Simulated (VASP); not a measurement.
A run of VASP 6.6.1:

File INCAR:

```
SYSTEM = Mg
ALGO = Normal
EDIFF = 1E-6
ENCUT = 520
GGA = PE
ISIF = 2
ISMEAR = 0
LASPH = .True.
LCHARG = .True.
LELF = .True.
LREAL = .False.
LVHAR = .True.
LWAVE = .False.
NBANDS = 7
NELM = 100
PREC = Accurate
SIGMA = 0.05
```

The input KPOINTS:

```
k-points
0
Gamma
  18 18 18
  0 0 0
```

Contents of POSCAR:

```
Mg
1.0
   -1.7727644967      1.7727644967      1.7727644967
    1.7727644967     -1.7727644967      1.7727644967
    1.7727644967      1.7727644967     -1.7727644967
Mg
1
Direct
    0.0000000000      0.0000000000      0.0000000000
```

Potentials or basis: VASP PAW PBE potentials, release 64 (Mg).

Run with:

```console
$ cat potpaw_PBE.64/Mg/POTCAR > POTCAR
$ mpirun -np 1 vasp_std > vasp.out
```

Hardware: 1 thread of AMD EPYC 9R45 96-Core Processor (Zen 5), with other jobs on the host.

**Question.** Estimate the wall time of this run.

**Answer.** Wall time 10 s on 1 thread of AMD EPYC 9R45 96-Core Processor (Zen 5), on a shared host, peak memory 0.13 GiB. Counts: scf iterations 9, k points 195.
